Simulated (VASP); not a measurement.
# HfNbTe4 (P-3m1) in VASP: a series of runs

Runs on HfNbTe4. Level: PBE. Tasks: single point.

Program: VASP 6.6.1. These are calculated values, not measurements. Logs are shortened: lines on timing, memory, paths and dates and some standing lists are left out, and cuts for length are marked.

## Step 1: The cell of the first run

The structure is trigonal, space group P-3m1 (No. 164). Conventional cell: a = 3.822 Å, b = 3.822 Å, c = 14.316 Å, α = 90.00°, β = 90.00°, γ = 120.00°. Within 3.8 Å of Hf (site symmetry -3m) lie 6 Te at 2.87 Å. Nb (site symmetry -3m) has 6 Te at 2.84 Å within 3.7 Å. Te (site symmetry 3m) has 3 Hf at 2.87 Å within 3.8 Å. Te (site symmetry 3m) has 3 Nb at 2.84 Å within 3.7 Å.

## Step 2: Single point, PBE

Contents of INCAR:

```
SYSTEM = HfNbTe4
ALGO = Normal ; EDIFF = 1E-6
ENCUT = 520 ; GGA = PE
ISIF = 2 ; ISMEAR = 0
LASPH = .True. ; LCHARG = .False.
LREAL = .False. ; LWAVE = .False.
NBANDS = 32 ; NELM = 60
PREC = Accurate ; SIGMA = 0.1
```

Contents of KPOINTS:

```
k-points
0
Gamma
  6 6 2
  0 0 0
```

Contents of POSCAR:

```
HfNbTe4
1.0
    3.8222310000      0.0000000000      0.0000000000
   -1.9111155000      3.3101492000      0.0000000000
    0.0000000000      0.0000000000     14.3160769000
Hf Nb Te
1 1 4
Direct
    0.0000000000      0.0000000000      0.5000000000
    0.0000000000      0.0000000000      0.0000000000
    0.6666667000      0.3333333000      0.6286620000
    0.6666667000      0.3333333000      0.1245420000
    0.3333333000      0.6666667000      0.8754580000
    0.3333333000      0.6666667000      0.3713380000
```

Potentials or basis: VASP PAW PBE potentials, release 64 (Hf_pv, Nb_sv, Te).

The run is started by

```console
cat potpaw_PBE.64/Hf_pv/POTCAR potpaw_PBE.64/Nb_sv/POTCAR potpaw_PBE.64/Te/POTCAR > POTCAR
mpirun -np 1 vasp_std > vasp.out
```

OUTCAR:

```text
SYSTEM = HfNbTe4
   EDIFF = 1E-6
   ENCUT = 520
   GGA = PE
   ISIF = 2
   ISMEAR = 0
   LASPH = .True.
   LREAL = .False.
   NELM = 60
   PREC = Accurate

 ion  position               nearest neighbor table
   1  0.000  0.000  0.500-   3 2.87   6 2.87   3 2.87   6 2.87   3 2.87   6 2.87
   2  0.000  0.000  0.000-   4 2.84   5 2.84   4 2.84   5 2.84   4 2.84   5 2.84
   3  0.667  0.333  0.629-   1 2.87   1 2.87   1 2.87
   4  0.667  0.333  0.125-   2 2.84   2 2.84   2 2.84
   5  0.333  0.667  0.875-   2 2.84   2 2.84   2 2.84
   6  0.333  0.667  0.371-   1 2.87   1 2.87   1 2.87

  LATTYP: Found a hexagonal cell.
 ALAT       =     3.8222310000
 C/A-ratio  =     3.7454766339

  Lattice vectors:

 A1 = (   3.8222310000,   0.0000000000,   0.0000000000)
 A2 = (  -1.9111155000,   3.3101492000,   0.0000000000)
 A3 = (   0.0000000000,   0.0000000000,  14.3160769000)

Analysis of symmetry for initial positions (statically):
=====================================================================
 Subroutine PRICEL returns:
 Original cell was already a primitive cell.

 Routine SETGRP: Setting up the symmetry group for a
 hexagonal supercell.

 Subroutine GETGRP returns: Found 12 space group operations
 (whereof 12 operations were pure point group operations)
 out of a pool of 24 trial point group operations.

The static configuration has the point symmetry D_3d.

Analysis of symmetry for dynamics (positions and initial velocities):
=====================================================================
 Subroutine PRICEL returns:
 Original cell was already a primitive cell.

 Routine SETGRP: Setting up the symmetry group for a
 hexagonal supercell.

 Subroutine GETGRP returns: Found 12 space group operations
 (whereof 12 operations were pure point group operations)
 out of a pool of 24 trial point group operations.

The dynamic configuration has the point symmetry D_3d.

 Subroutine INISYM returns: Found 12 space group operations
 (whereof 12 operations are pure point group operations),
 and found     1 'primitive' translations

----------------------------------------------------------------------------------------

                                     Primitive cell

  volume of cell :     181.1292

  direct lattice vectors                    reciprocal lattice vectors
     3.822231000  0.000000000  0.000000000     0.261627306  0.151050593  0.000000000
    -1.911115500  3.310149200  0.000000000     0.000000000  0.302101186  0.000000000
     0.000000000  0.000000000 14.316076900     0.000000000  0.000000000  0.069851539

  length of vectors
     3.822231000  3.822231048 14.316076900     0.302101190  0.302101186  0.069851539

  position of ions in fractional coordinates (direct lattice)
     0.000000000  0.000000000  0.500000000
     0.000000000  0.000000000  0.000000000
     0.666666700  0.333333300  0.628662000
     0.666666700  0.333333300  0.124542000
     0.333333300  0.666666700  0.875458000
     0.333333300  0.666666700  0.371338000

  ion indices of the primitive-cell ions
   primitive index   ion index
                 1           1
                 2           2
                 3           3
                 4           4
                 5           5
                 6           6

----------------------------------------------------------------------------------------

 KPOINTS: k-points

Automatic generation of k-mesh.
 Grid dimensions read from file:
 generate k-points for:    6    6    2

 Generating k-lattice:

  Cartesian coordinates                     Fractional coordinates (reciprocal lattice)
     0.043604551  0.025175099  0.000000000     0.166666667  0.000000000  0.000000000
     0.000000000  0.050350198  0.000000000     0.000000000  0.166666667  0.000000000
     0.000000000  0.000000000  0.034925769     0.000000000  0.000000000  0.500000000

  Length of vectors
     0.050350198  0.050350198  0.034925769

  Shift w.r.t. Gamma in fractional coordinates (k-lattice)
     0.000000000  0.000000000  0.000000000

 Subroutine IBZKPT returns following result:
 ===========================================

 Found     14 irreducible k-points:

 Following reciprocal coordinates:
            Coordinates               Weight
  0.000000  0.000000  0.000000      1.000000
  0.166667  0.000000  0.000000      6.000000
  0.333333  0.000000  0.000000      6.000000
  0.500000 -0.000000  0.000000      3.000000
  0.166667  0.166667  0.000000      6.000000
  0.333333  0.166667  0.000000     12.000000
  0.333333  0.333333  0.000000      2.000000
  0.000000  0.000000  0.500000      1.000000
  0.166667  0.000000  0.500000      6.000000
  0.333333  0.000000  0.500000      6.000000
  0.500000 -0.000000  0.500000      3.000000
  0.166667  0.166667  0.500000      6.000000
  0.333333  0.166667  0.500000     12.000000
  0.333333  0.333333  0.500000      2.000000
   k-points           NKPTS =     14   k-points in BZ     NKDIM =     14   number of bands    NBANDS=     32
   number of dos      NEDOS =    301   number of ions     NIONS =      6
   total plane-waves  NPLWV =  84672
   dimension x,y,z NGX =    28 NGY =   28 NGZ =  108
   dimension x,y,z NGXF=    56 NGYF=   56 NGZF=  216
   ions per type =               1   1   4
   NGX,Y,Z   is equivalent  to a cutoff of  12.18, 12.18, 12.54 a.u.
   NGXF,Y,Z  is equivalent  to a cutoff of  24.36, 24.36, 25.08 a.u.
 SYSTEM =  HfNbTe4
   PREC   = accura    normal or accurate (medium, high low for compatibility)
   ISTART =      0    job   : 0-new  1-cont  2-samecut
   ICHARG =      2    charge: 1-file 2-atom 10-const
   ISPIN  =      1    spin polarized calculation?
   LNONCOLLINEAR =      F non collinear calculations
   LSORBIT =      F    spin-orbit coupling
   LASPH  =      T    aspherical Exc in radial PAW
   ENCUT  =  520.0 eV  38.22 Ry    6.18 a.u.   7.11  7.11 26.62*2*pi/ulx,y,z
   NELM   =     60;   NELMIN=  2; NELMDL= -5     # of ELM steps
   EDIFF  = 0.1E-05   stopping-criterion for ELM
   LREAL  =      F    real-space projection
   EDIFFG = 0.1E-04   stopping-criterion for IOM
   NSW    =      0    number of steps for IOM
   IBRION =     -1    ionic relax: 0-MD 1-quasi-New 2-CG
   NFREE  =      0    steps in history (QN), initial steepest desc. (CG)
   ISIF   =      2    stress and relaxation
   ISYM   =      2    0-nonsym 1-usesym 2-fastsym
   POTIM  = 0.5000    time-step for ionic-motion
   TEBEG  =    0.0;   TEEND  =   0.0 temperature during run
   PSTRESS=    0.0 pullay stress
   NELECT =      47.0000    total number of electrons
   NUPDOWN=      -1.0000    fix difference up-down
   EMIN   =  10.00;   EMAX   =-10.00  energy-range for DOS
   EFERMI =   0.00;   METHOD = LEGACY
   ISMEAR =     0;   SIGMA  =   0.10  broadening in eV -4-tet -1-fermi 0-gaus
   EFERMI_NEDOS =   21; number of points for ismear=-14 and -15
   IALGO  =     38    algorithm
   IMIX   =      4    mixing-type and parameters
     AMIX     =   0.40;   BMIX     =  1.00
     AMIX_MAG =   1.60;   BMIX_MAG =  1.00
  volume/ion in A,a.u.               =      30.19       203.72
  Fermi-wavevector in a.u.,A,eV,Ry     =   1.044186  1.973226 14.834769  1.090325
  Thomas-Fermi vector in A             =   2.178928
   LORBIT       =      0    0 simple, 1 ext, 2 COOP (PROOUT), +10 PAW based schemes
   GGA     = PE    functional components
   LHFCALC =     F    Hartree Fock is set to
   AEXX    =    0.0000 exact exchange contribution
   IVDW    =     0    specifies the selected vdW correction
   LEPSILON=     F    determine dielectric tensor
   LRPA    =     F    only Hartree local field effects (RPA)
 non-spin polarized calculation
 Gauss-broadening in eV      SIGMA  =   0.10
  energy-cutoff  :      520.00
  volume of cell :      181.13
 maximum number of plane-waves:      4923
   NGX = 15   NGY = 15   NGZ = 53

 number of electron      47.0000002 magnetization

 Free energy of the ion-electron system (eV)
  ---------------------------------------------------
  ext. energy  EPLUGINS =         0.00000000
  ---------------------------------------------------
  free energy    TOTEN  =       -36.30868897 eV

  energy without entropy =      -36.29109925  energy(sigma->0) =      -36.29989411

 E-fermi :   5.9261     XC(G=0):  -9.5042

 val. band max:        5.8838754859   @ k =   0.0000   0.0000   0.0000
 cond. band min:       5.9447532406   @ k =   0.1667   0.1667   0.0000
 fundamental gap:      0.0608777548
 Fermi energy:         5.9261447612

 k-point     1 :       0.0000    0.0000    0.0000
  band No.  band energies     occupation
      1     -49.7076      2.00000
      2     -25.7649      2.00000
      3     -25.7649      2.00000
      4     -25.6778      2.00000
      5     -25.3436      2.00000
      6     -25.3364      2.00000
[... 24 lines left out ...]
     31       9.2814      0.00000
     32      10.2568      0.00000

 k-point     2 :       0.1667    0.0000    0.0000
  band No.  band energies     occupation
      1     -49.7062      2.00000
      2     -25.7868      2.00000
      3     -25.7699      2.00000
      4     -25.6727      2.00000
      5     -25.3615      2.00000
      6     -25.3423      2.00000
[... 24 lines left out ...]
     31       9.0471      0.00000
     32       9.4990      0.00000

 k-point     3 :       0.3333    0.0000    0.0000
  band No.  band energies     occupation
      1     -49.7035      2.00000
      2     -25.8303      2.00000
      3     -25.7800      2.00000
      4     -25.6626      2.00000
      5     -25.4111      2.00000
      6     -25.3539      2.00000
[... 24 lines left out ...]
     31       9.1504      0.00000
     32       9.9256      0.00000

 k-point     4 :       0.5000   -0.0000    0.0000
  band No.  band energies     occupation
      1     -49.7021      2.00000
      2     -25.8519      2.00000
      3     -25.7850      2.00000
      4     -25.6575      2.00000
      5     -25.4357      2.00000
      6     -25.3597      2.00000
[... 304 lines left out ...]
     31       9.1248      0.00000
     32       9.4042      0.00000

 k-point    13 :       0.3333    0.1667    0.5000
  band No.  band energies     occupation
      1     -49.7021      2.00000
      2     -25.8407      2.00000
      3     -25.7964      2.00000
      4     -25.6575      2.00000
      5     -25.4229      2.00000
      6     -25.3726      2.00000
[... 24 lines left out ...]
     31       9.0585      0.00000
     32       9.6476      0.00000

 k-point    14 :       0.3333    0.3333    0.5000
  band No.  band energies     occupation
      1     -49.7015      2.00000
      2     -25.8252      2.00000
      3     -25.8252      2.00000
      4     -25.6550      2.00000
      5     -25.4054      2.00000
      6     -25.4054      2.00000
[... 24 lines left out ...]
     31       8.8531      0.00000
     32      10.0214      0.00000

------------------------ aborting loop because EDIFF is reached ----------------------------------------

  FORCE on cell =-STRESS in cart. coord.  units (eV):
  Direction    XX          YY          ZZ          XY          YZ          ZX
  --------------------------------------------------------------------------------------
  -------------------------------------------------------------------------------------
  Total        0.0536208      0.0536208     -0.1879025     -0.0000000      0.0000000     -0.0000000
  in kB        0.4743027      0.4743027     -1.6620902     -0.0000000      0.0000000     -0.0000000
  external PRESSURE =      -0.2378282 kB  Pullay stress =       0.0000000 kB

 VOLUME and BASIS-vectors are now :
 -----------------------------------------------------------------------------
  energy-cutoff  :      520.00
  volume of cell :      181.13
      direct lattice vectors                 reciprocal lattice vectors
     3.822231000  0.000000000  0.000000000     0.261627306  0.151050593  0.000000000
    -1.911115500  3.310149200  0.000000000     0.000000000  0.302101186  0.000000000
     0.000000000  0.000000000 14.316076900     0.000000000  0.000000000  0.069851539

 POSITION                                       TOTAL-FORCE (eV/Angst)
 -----------------------------------------------------------------------------------
      0.00000      0.00000      7.15804         0.000000      0.000000      0.000000
      0.00000      0.00000      0.00000         0.000000      0.000000      0.000000
      1.91112      1.10338      8.99997        -0.000000     -0.000000     -0.064685
      1.91112      1.10338      1.78295        -0.000000     -0.000000     -0.001575
     -0.00000      2.20677     12.53312         0.000000      0.000000      0.001575
     -0.00000      2.20677      5.31610        -0.000000      0.000000      0.064685
 -----------------------------------------------------------------------------------
    total drift:                                0.000000     -0.000000      0.000000

  FREE ENERGIE OF THE ION-ELECTRON SYSTEM (eV)
  ---------------------------------------------------
  free  energy   TOTEN  =       -36.3086889713 eV

  energy  without entropy=      -36.2910992466  energy(sigma->0) =      -36.29989411
```

Run time: 6.1 min. Hardware: 1 thread of AMD EPYC 7R13, shared host; peak memory 0.29 GiB.

What came out:

```yaml
Free_energy: -36.3087 eV
Pressure: 0.0 GPa
Largest_force: 0.065 eV/Å
```

Forces in eV/Å, atoms in the order of the input:
```
Hf   0.000  0.000  0.000
Nb   0.000  0.000  0.000
Te   0.000  0.000 -0.065
Te   0.000  0.000 -0.002
Te   0.000  0.000  0.002
Te   0.000  0.000  0.065
```

Stress tensor (GPa, compression positive):
```
 0.05  0.00  0.00
 0.00  0.05  0.00
 0.00  0.00 -0.17
```

Levels at points of the mesh, in eV from the Fermi level:
```tsv
k point	band 20	band 21	band 22	band 23	band 24	band 25	band 26	band 27
(0.00, 0.00, 0.00)	-0.16	-0.16	-0.04	0.49	0.49	0.80	0.80	1.12
(0.50, 0.00, 0.00)	-1.95	-1.45	-1.06	-0.88	-0.67	-0.07	1.02	1.53
(0.00, 0.00, 0.50)	-0.16	-0.16	0.31	0.51	0.51	0.78	0.78	1.13
(0.50, 0.00, 0.50)	-1.96	-1.93	-1.00	-0.78	-0.72	-0.06	1.02	1.53
```

Caveat: spin-orbit coupling is left out, which moves the levels of the heavy elements; this functional lacks dispersion, which binds the layers, so the pressure and a relaxed spacing across them are unreliable.

## Step 3: Single point, PBE

Contents of INCAR:

```
SYSTEM = HfNbTe4
PREC = Accurate
ENCUT = 520
EDIFF = 1E-6
ISMEAR = 0
SIGMA = 0.1
LREAL = .FALSE.
LASPH = .TRUE.
NELM = 100
ALGO = Normal
ISIF = 2
LWAVE = .FALSE.
LCHARG = .TRUE.
GGA = PE
LELF = .TRUE.
LVHAR = .TRUE.
NBANDS = 32
```

Contents of KPOINTS:

```
Automatic mesh
0
G
  12 12 4
  0 0 0
```

Contents of POSCAR:

```
HfNbTe4
1.0
    3.8222310317      0.0000000000      0.0000000000
   -1.9111155158      3.3101491726      0.0000000000
    0.0000000000      0.0000000000     14.3160769000
Hf Nb Te
1 1 4
Direct
    0.0000000000      0.0000000000      0.5000000000
    0.0000000000      0.0000000000      0.0000000000
    0.6666666667      0.3333333333      0.6286620000
    0.6666666667      0.3333333333      0.1245420000
    0.3333333333      0.6666666667      0.8754580000
    0.3333333333      0.6666666667      0.3713380000
```

Potentials or basis: VASP PAW PBE potentials, release 64 (Hf_pv, Nb_sv, Te).

The run is started by

```console
cat potpaw_PBE.64/Hf_pv/POTCAR potpaw_PBE.64/Nb_sv/POTCAR potpaw_PBE.64/Te/POTCAR > POTCAR
mpirun -np 1 vasp_std > vasp.out
```

Wall time 19 min (1 thread of AMD EPYC 7R13, shared host); peak memory 0.52 GiB.

The run converged. Its results:

```
Free energy   : -36.3403 eV
Pressure      : -0.1 GPa
Largest force : 0.022 eV/Å
```

Forces on the atoms (eV/Å):
```
Hf   0.000  0.000  0.000
Nb   0.000  0.000  0.000
Te   0.000  0.000 -0.022
Te   0.000  0.000 -0.008
Te   0.000  0.000  0.008
Te   0.000  0.000  0.022
```

Levels at points of the mesh, in eV from the Fermi level:
```
           k point  band 21  band 22  band 23  band 24  band 25  band 26
(0.00, 0.00, 0.00)    -0.07     0.02     0.58     0.58     0.76     0.76
(0.50, 0.00, 0.00)    -1.43    -0.98    -0.80    -0.70    -0.11     1.11
(0.00, 0.00, 0.50)    -0.07     0.37     0.62     0.62     0.72     0.72
(0.50, 0.00, 0.50)    -1.92    -0.90    -0.78    -0.70    -0.10     1.11
```

Caveat: spin-orbit coupling is left out, which moves the levels of the heavy elements; this functional lacks dispersion, which binds the layers, so the pressure and a relaxed spacing across them are unreliable.
